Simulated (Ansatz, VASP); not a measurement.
Two plane-wave programs on Ru

The input INCAR:

```
SYSTEM = Ru
PREC     = Accurate       ! precision mode
ENCUT    = 520            ! plane-wave cutoff, eV
EDIFF    = 1E-6           ! SCF threshold, eV
ISMEAR   = -1             ! smearing method
SIGMA    = 0.05           ! smearing width, eV
LREAL    = .FALSE.        ! projectors in reciprocal space
LASPH    = .TRUE.         ! aspherical terms in the spheres
NELM     = 80             ! most SCF steps
ALGO     = Normal         ! electronic algorithm
ISIF     = 2              ! what is computed and relaxed
LWAVE    = .FALSE.        ! write WAVECAR
LCHARG   = .FALSE.        ! write CHGCAR
NBANDS   = 21             ! bands
```

Contents of KPOINTS:

```
Automatic mesh
0
G
  18 18 10
  0 0 0
```

Contents of POSCAR:

```
Ru
1.0
    2.6171674530      0.0000000000      0.0000000000
   -1.3085837266      2.2665335003      0.0000000000
    0.0000000000      0.0000000000      4.1471747587
Ru
2
Direct
    0.3333333333      0.6666666667      0.2500000000
    0.6666666667      0.3333333333      0.7500000000
```

Input for Ansatz:

```yaml
crystal:
  lattice:
    - [2.617167453, 0.0, 0.0]
    - [-1.3085837266, 2.2665335003, 0.0]
    - [0.0, 0.0, 4.1471747587]
  atoms:
    - { symbol: Ru, position: [0.3333333333, 0.6666666667, 0.25] }
    - { symbol: Ru, position: [0.6666666667, 0.3333333333, 0.75] }
kpoints:
  mp_grid: { grid: [18, 18, 10] }
scf:
  occupations: { method: fermi_dirac, width: 0.05 }
hamiltonian:
  xc: lda
  pseudopotentials: { kind: paw, core: large }
output:
  forces: true
  stress: true
  eigenvalues: true
```

Change from the starting cell: volume scaled by 0.94, PAW files, core large.

Alike in both runs: task single point; functional LDA; k mesh 18 × 18 × 10; occupations fermi-dirac, width 0.05 eV; no spin polarisation.

|  | VASP | Ansatz |
| --- | --- | --- |
| version | VASP 6.6.1 | Ansatz 0.2.0 |
| potentials or method | VASP PAW LDA potentials, release 64 (Ru_pv) | PAW with other files of Ansatz's library (core large), scalar-relativistic |
| plane-wave cutoff (eV) | 520 | 420 |
| valence electrons in the cell | 28 | 32 |

```tsv
	VASP	Ansatz	Ansatz less VASP
pressure (GPa)	27.6	26.2	-1.37
traceless stress, the component that is largest in VASP (GPa)	0.08	0.00	-0.078
```

LDA's correlation is that of Perdew and Zunger in VASP and of Perdew and Wang (1992) in Ansatz. VASP's potentials hold 28 valence electrons a cell and Ansatz's 32, so a difference there can come from the potentials and not from the codes. Ansatz's warnings: datasets by core.
